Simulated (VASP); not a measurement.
A run of VASP 6.6.1:

File INCAR:

```
ALGO = Normal ; EDIFF = 1E-6
ENCUT = 520 ; GGA = PE
ISIF = 2 ; ISMEAR = -1
LASPH = True ; LCHARG = False
LREAL = False ; LWAVE = False
NBANDS = 11 ; NELM = 100
PREC = Accurate ; SIGMA = 0.02
```

The input KPOINTS:

```
k-points
0
Gamma
  8 8 8
```

POSCAR

```
Mg2C
1.0
    0.0000000000      2.6624167453      2.7109105964
    2.6624167453      0.0000000000      2.7109105964
    2.6624167453      2.6624167453      0.0000000000
C Mg
1 2
Direct
    0.0000000000      0.0000000000      0.0000000000
    0.2500000000      0.2500000000      0.2500000000
    0.7500000000      0.7500000000      0.7500000000
```

Potentials or basis: VASP PAW PBE potentials, release 64 (C, Mg).

Run with:

```sh
$ cat potpaw_PBE.64/C/POTCAR potpaw_PBE.64/Mg/POTCAR > POTCAR
$ mpirun -np 1 vasp_std > vasp.out
```

Hardware: 1 thread of AMD EPYC 7R43 64-Core Processor (Zen 3), on a shared host.

**Question.** How long does it take, and how much memory?

**Answer.** Run time: 21 s on 1 thread of AMD EPYC 7R43 64-Core Processor (Zen 3) (shared host), peak memory 0.13 GiB. Counts: scf iterations 12, k points 59.
